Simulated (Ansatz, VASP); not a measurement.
One calculation of TiO2, two programs

File INCAR:

```
ALGO = Normal
EDIFF = 1E-6
ENCUT = 520
GGA = PS
ISIF = 2
ISMEAR = -1
LASPH = True
LCHARG = False
LREAL = False
LWAVE = False
NBANDS = 33
NELM = 80
PREC = Accurate
SIGMA = 0.05
```

Contents of KPOINTS:

```
k-points
0
Gamma
  8 8 6
```

POSCAR

```
TiO2
1.0
    2.7060340000     -2.7066550000      0.0000000000
    2.7060340000      2.7066550000      0.0000000000
   -2.6335310000      0.0000000000      4.7966370000
Ti O
2 4
Direct
    0.8658900000      0.1341100000      0.7500000000
    0.1341100000      0.8658900000      0.2500000000
    0.0887550000      0.3312210000      0.1671490000
    0.9112450000      0.6687790000      0.8328510000
    0.6687790000      0.9112450000      0.3328510000
    0.3312210000      0.0887550000      0.6671490000
```

Contents of input.yaml:

```yaml
crystal:
  lattice:
    - [2.706034, -2.706655, 0.0]
    - [2.706034, 2.706655, 0.0]
    - [-2.633531, 0.0, 4.796637]
  atoms:
    - { symbol: Ti, position: [0.86589, 0.13411, 0.75] }
    - { symbol: Ti, position: [0.13411, 0.86589, 0.25] }
    - { symbol: O, position: [0.088755, 0.331221, 0.167149] }
    - { symbol: O, position: [0.911245, 0.668779, 0.832851] }
    - { symbol: O, position: [0.668779, 0.911245, 0.332851] }
    - { symbol: O, position: [0.331221, 0.088755, 0.667149] }
kpoints:
  mp_grid: { grid: [8, 8, 6] }
scf:
  occupations: { method: fermi_dirac, width: 0.05 }
hamiltonian:
  xc: pbesol
  pseudopotentials: { kind: all_electron, lapw: { basis_error: 0.002 } }
output:
  forces: true
  stress: true
  eigenvalues: true
```

Alike in both runs: task single point; functional PBEsol; k mesh 8 × 8 × 6; occupations fermi-dirac, width 0.05 eV; no spin polarisation.

|  | VASP | Ansatz |
| --- | --- | --- |
| version | VASP 6.6.1 | Ansatz 0.2.0 |
| potentials or method | VASP PAW PBE potentials, release 64 (Ti_sv, O), cutoff 520 eV | all-electron LAPW, scalar-relativistic |

Ansatz gave:

| Quantity | Value |
| --- | --- |
| gap on the k mesh at the Fermi level (eV) | 2.03 |
| least direct gap on the mesh (eV) | 2.37 |
| pressure (GPa) | -7.6 |
| traceless stress, the component that is largest in VASP (GPa) | -0.39 |
| rms of the force components (eV/Å) | 0.112 |

What did VASP give for the same quantities?

gap on the k mesh at the Fermi level (eV): 2.01; least direct gap on the mesh (eV): 2.35; pressure (GPa): -6.9; traceless stress, the component that is largest in VASP (GPa): -0.34; rms of the force components (eV/Å): 0.103.

VASP's potentials were made for PBE, not for PBEsol. Atom by atom the forces differ by 0.011 eV/Å (rms over components). Ansatz ran all-electron here, and VASP with PAW potentials.
